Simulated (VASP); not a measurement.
# Ni (I4/mmm) in VASP: notebook, part 2 of 2

VASP 6.6.1.

### Step 3. Single point, PBEsol, collinear spin, ferromagnetic start (strain -0.0050 x Voigt [0, 0, 1, 0, 0, 0])

INCAR

```
ALGO = Normal
EDIFF = 1E-6
ENCUT = 520
GGA = PS
ISIF = 2
ISMEAR = 0
ISPIN = 2
LASPH = True
LCHARG = False
LMAXMIX = 4
LORBIT = 11
LREAL = False
LWAVE = False
MAGMOM = 0.5
NBANDS = 15
NELM = 150
PREC = Accurate
SIGMA = 0.15
```

KPOINTS

```
k-points
0
Gamma
  24 24 24
```

POSCAR

```
Ni
1.0
   -1.3837154700      1.3837154700      1.3767968926
    1.3837154700     -1.3837154700      1.3767968926
    1.3837154700      1.3837154700     -1.3767968926
Ni
1
Direct
    0.0000000000      0.0000000000      0.0000000000
```

Potentials or basis: VASP PAW PBE potentials, release 64 (Ni).

Started as:

```sh
cat potpaw_PBE.64/Ni/POTCAR > POTCAR
mpirun -np 1 vasp_std > vasp.out
```

OUTCAR:

```text
EDIFF = 1E-6
   ENCUT = 520
   GGA = PS
   ISIF = 2
   ISMEAR = 0
   ISPIN = 2
   LASPH = True
   LORBIT = 11
   LREAL = False
   NELM = 150
   PREC = Accurate

 ion  position               nearest neighbor table
   1  0.000  0.000  0.000-

  LATTYP: Found a body centered tetragonal cell.
 ALAT       =     2.7674309400
 C/A-ratio  =     0.9950000000

  Lattice vectors:

 A1 = (  -1.3837154700,   1.3837154700,   1.3767968926)
 A2 = (   1.3837154700,  -1.3837154700,   1.3767968926)
 A3 = (   1.3837154700,   1.3837154700,  -1.3767968926)

Analysis of symmetry for initial positions (statically):
=====================================================================
 Subroutine PRICEL returns:
 Original cell was already a primitive cell.

 Routine SETGRP: Setting up the symmetry group for a
 body centered tetragonal supercell.

 Subroutine GETGRP returns: Found 16 space group operations
 (whereof 16 operations were pure point group operations)
 out of a pool of 16 trial point group operations.

The static configuration has the point symmetry D_4h.

Analysis of symmetry for dynamics (positions and initial velocities):
=====================================================================
 Subroutine PRICEL returns:
 Original cell was already a primitive cell.

 Routine SETGRP: Setting up the symmetry group for a
 body centered tetragonal supercell.

 Subroutine GETGRP returns: Found 16 space group operations
 (whereof 16 operations were pure point group operations)
 out of a pool of 16 trial point group operations.

The dynamic configuration has the point symmetry D_4h.

Analysis of structural, dynamic, and magnetic symmetry:
=====================================================================
 Subroutine PRICEL returns:
 Original cell was already a primitive cell.

 Routine SETGRP: Setting up the symmetry group for a
 body centered tetragonal supercell.

 Subroutine GETGRP returns: Found 16 space group operations
 (whereof 16 operations were pure point group operations)
 out of a pool of 16 trial point group operations.

The overall configuration has the point symmetry D_4h.

 Subroutine INISYM returns: Found 16 space group operations
 (whereof 16 operations are pure point group operations),
 and found     1 'primitive' translations

----------------------------------------------------------------------------------------

                                     Primitive cell

  volume of cell :      10.5444

  direct lattice vectors                    reciprocal lattice vectors
    -1.383715470  1.383715470  1.376796893     0.000000000  0.361345964  0.363161773
     1.383715470 -1.383715470  1.376796893     0.361345964  0.000000000  0.363161773
     1.383715470  1.383715470 -1.376796893     0.361345964  0.361345964  0.000000000

  length of vectors
     2.392677723  2.392677723  2.392677723     0.512305942  0.512305942  0.511020363

  position of ions in fractional coordinates (direct lattice)
     0.000000000  0.000000000  0.000000000

  ion indices of the primitive-cell ions
   primitive index   ion index
                 1           1

----------------------------------------------------------------------------------------

 KPOINTS: k-points

Automatic generation of k-mesh.
 Grid dimensions read from file:
 generate k-points for:   24   24   24

 Generating k-lattice:

[... 73 lines left out ...]
   NUPDOWN=      -1.0000    fix difference up-down
   EMIN   =  10.00;   EMAX   =-10.00  energy-range for DOS
   EFERMI =   0.00;   METHOD = LEGACY
   ISMEAR =     0;   SIGMA  =   0.15  broadening in eV -4-tet -1-fermi 0-gaus
   EFERMI_NEDOS =   21; number of points for ismear=-14 and -15
   IALGO  =     38    algorithm
   IMIX   =      4    mixing-type and parameters
     AMIX     =   0.40;   BMIX     =  1.00
     AMIX_MAG =   1.60;   BMIX_MAG =  1.00
  volume/ion in A,a.u.               =      10.54        71.16
  Fermi-wavevector in a.u.,A,eV,Ry     =   1.608423  3.039479 35.198617  2.587025
  Thomas-Fermi vector in A             =   2.704295
   LORBIT       =     11    0 simple, 1 ext, 2 COOP (PROOUT), +10 PAW based schemes
   GGA     = PS    functional components
   LHFCALC =     F    Hartree Fock is set to
   AEXX    =    0.0000 exact exchange contribution
   IVDW    =     0    specifies the selected vdW correction
   LEPSILON=     F    determine dielectric tensor
   LRPA    =     F    only Hartree local field effects (RPA)
 spin polarized calculation
 Gauss-broadening in eV      SIGMA  =   0.15
  energy-cutoff  :      520.00
  volume of cell :       10.54
 maximum number of plane-waves:       321
 NGX is ok and might be reduce to    18
   NGX =  9   NGY =  9   NGZ =  9

 number of electron      10.0000006 magnetization       0.5179069

 Free energy of the ion-electron system (eV)
  ---------------------------------------------------
  ext. energy  EPLUGINS =         0.00000000
  ---------------------------------------------------
  free energy    TOTEN  =        -6.04278904 eV

  energy without entropy =       -6.02432621  energy(sigma->0) =       -6.03355763

 E-fermi :   9.4976     XC(G=0): -13.6172

 val. band max:        9.4971280112   @ k =  -0.2917   0.4167   0.1250
 cond. band min:       9.4981155007   @ k =  -0.2500   0.4583   0.0833
 fundamental gap:      0.0009874895
 Fermi energy:         9.4976102902

 spin component 1

 k-point     1 :       0.0000    0.0000    0.0000
  band No.  band energies     occupation
      1       0.3550      1.00000
      2       7.1429      1.00000
      3       7.1695      1.00000
      4       7.1695      1.00000
      5       8.6102      1.00000
      6       8.6461      1.00000
      7      36.2226      0.00000
      8      36.2226      0.00000
      9      36.3446      0.00000
     10      41.3188      0.00000
     11      41.4103      0.00000
     12      42.5824      0.00000
     13      42.5824      0.00000
     14      42.7414      0.00000
[... 403 lines left out ...]
      4       8.6572      1.00000
      5       9.1969      0.99771
      6      10.1328      0.00000
      7      16.3751      0.00000
      8      28.4074      0.00000
      9      29.6273      0.00000
     10      34.1476      0.00000
     11      37.8430      0.00000
     12      45.6576      0.00000
     13      50.2430      0.00000
     14      51.8913      0.00000
     15      54.8885      0.00000

 [... further k-points ...]

 spin component 2

 k-point     1 :       0.0000    0.0000    0.0000
  band No.  band energies     occupation
      1       0.3617      1.00000
      2       7.7479      1.00000
      3       7.7713      1.00000
      4       7.7713      1.00000
      5       9.0908      0.99994
      6       9.1199      0.99982
      7      36.1588      0.00000
      8      36.1588      0.00000
      9      36.2808      0.00000
     10      41.2861      0.00000
     11      41.3741      0.00000
     12      42.7499      0.00000
     13      42.7499      0.00000
     14      42.9143      0.00000
[... 403 lines left out ...]
      4       9.1087      0.99988
      5       9.6123      0.13972
      6      10.5159      0.00000
      7      16.6918      0.00000
      8      28.4051      0.00000
      9      29.7156      0.00000
     10      34.2688      0.00000
     11      37.9461      0.00000
     12      45.6506      0.00000
     13      50.3090      0.00000
     14      51.9485      0.00000
     15      55.9030      0.00000

 [... further k-points ...]

------------------------ aborting loop because EDIFF is reached ----------------------------------------

  FORCE on cell =-STRESS in cart. coord.  units (eV):
  Direction    XX          YY          ZZ          XY          YZ          ZX
  --------------------------------------------------------------------------------------
  -------------------------------------------------------------------------------------
  Total       -0.1058633     -0.1058633     -0.1313390      0.0000000      0.0000000     -0.0000000
  in kB      -16.0854281    -16.0854281    -19.9563319      0.0000000      0.0000000     -0.0000000
  external PRESSURE =     -17.3757294 kB  Pullay stress =       0.0000000 kB

 VOLUME and BASIS-vectors are now :
 -----------------------------------------------------------------------------
  energy-cutoff  :      520.00
  volume of cell :       10.54
      direct lattice vectors                 reciprocal lattice vectors
    -1.383715470  1.383715470  1.376796893     0.000000000  0.361345964  0.363161773
     1.383715470 -1.383715470  1.376796893     0.361345964  0.000000000  0.363161773
     1.383715470  1.383715470 -1.376796893     0.361345964  0.361345964  0.000000000

 POSITION                                       TOTAL-FORCE (eV/Angst)
 -----------------------------------------------------------------------------------
      0.00000      0.00000      0.00000        -0.000000      0.000000      0.000000
 -----------------------------------------------------------------------------------
    total drift:                                0.000000      0.000000      0.000000

  FREE ENERGIE OF THE ION-ELECTRON SYSTEM (eV)
  ---------------------------------------------------
  free  energy   TOTEN  =        -6.0427890439 eV

  energy  without entropy=       -6.0243262065  energy(sigma->0) =       -6.03355763

 total charge

# of ion       s       p       d       tot
------------------------------------------
    1        0.507   0.522   8.346   9.375

 magnetization (x)

# of ion       s       p       d       tot
------------------------------------------
    1       -0.004  -0.015   0.541   0.522
```

Wall time 2.1 min (1 thread of Intel Xeon 6975P-C (Granite Rapids), shared host); peak memory 0.35 GiB.

What came out:

| Item | Value |
| --- | --- |
| Free energy | -6.0428 eV |
| Pressure | -1.7 GPa |
| Net moment | 0.52 μB per cell |
| Site moments | Ni +0.52 μB |
| Valence electrons inside the program's atomic spheres | Ni 9.38 |

Levels at points of the mesh, in eV from the Fermi level:
Spin up:
| k point | band 1 | band 2 | band 3 | band 4 | band 5 | band 6 | band 7 | band 8 | band 9 | band 10 |
| --- | --- | --- | --- | --- | --- | --- | --- | --- | --- | --- |
| (0.00, 0.00, 0.00) | -9.14 | -2.35 | -2.33 | -2.33 | -0.89 | -0.85 | 26.72 | 26.72 | 26.85 | 31.82 |
| (0.50, 0.00, 0.00) | -4.78 | -3.31 | -0.94 | -0.70 | 0.02 | 0.21 | 6.74 | 19.33 | 20.40 | 24.19 |
| (0.50, 0.50, 0.00) | -4.78 | -3.28 | -0.97 | -0.71 | 0.02 | 0.17 | 6.69 | 19.45 | 20.56 | 24.31 |
| (0.50, 0.50, 0.50) | -4.35 | -4.35 | -0.21 | -0.21 | -0.21 | 9.86 | 9.86 | 10.07 | 15.92 | 16.02 |
Spin down:
```csv
k point,band 2,band 3,band 4,band 5,band 6,band 7,band 8,band 9
"(0.00, 0.00, 0.00)",-1.75,-1.73,-1.73,-0.41,-0.38,26.66,26.66,26.78
"(0.50, 0.00, 0.00)",-2.77,-0.41,-0.21,0.21,0.72,7.07,19.29,20.50
"(0.50, 0.50, 0.00)",-2.73,-0.44,-0.22,0.16,0.71,7.02,19.42,20.67
"(0.50, 0.50, 0.50)",-4.02,0.47,0.47,0.48,9.91,9.91,10.11,16.05
```

Caveat: the cell differs from its parent crystal (strain -0.0050 x Voigt [0, 0, 1, 0, 0, 0]); the PAW data sets were made with another functional, which shifts forces and pressure a little.
